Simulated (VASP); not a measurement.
Runs of VASP 6.6.1 on KF. The structure is that of space group Immm (No. 71), or close to it. The cells are those of the table. 

```csv
cell,gap on the mesh (eV),pressure (GPa)
"a = 3.782, b = 3.639 Å, angles 61.2, 62.5, 61.2°, 2 atoms",6.10,1.3
"a = 3.783, b = 3.958 Å, angles 58.5, 56.9, 58.5°, 2 atoms",(a),1.3
"a = 3.785, b = 4.029 Å, angles 57.8, 55.6, 57.8°, 2 atoms",6.04,1.3
"a = 3.784, b = 3.994 Å, angles 58.1, 56.3, 58.1°, 2 atoms",(b),1.3
"a = 3.786, b = 3.497 Å, angles 62.5, 64.9, 62.5°, 2 atoms",6.01,1.3
```

Alike in all rows: task single point; level PBE; potentials or basis VASP PAW PBE potentials, release 64 (K_sv, F); no spin polarisation; k mesh 8 × 8 × 8; cutoff (eV) 520; smearing gaussian 0.05 eV.

**Question.** Estimate the missing entries.

**Answer.** (a) 6.08; (b) 6.06.

A k mesh can miss the band edges.
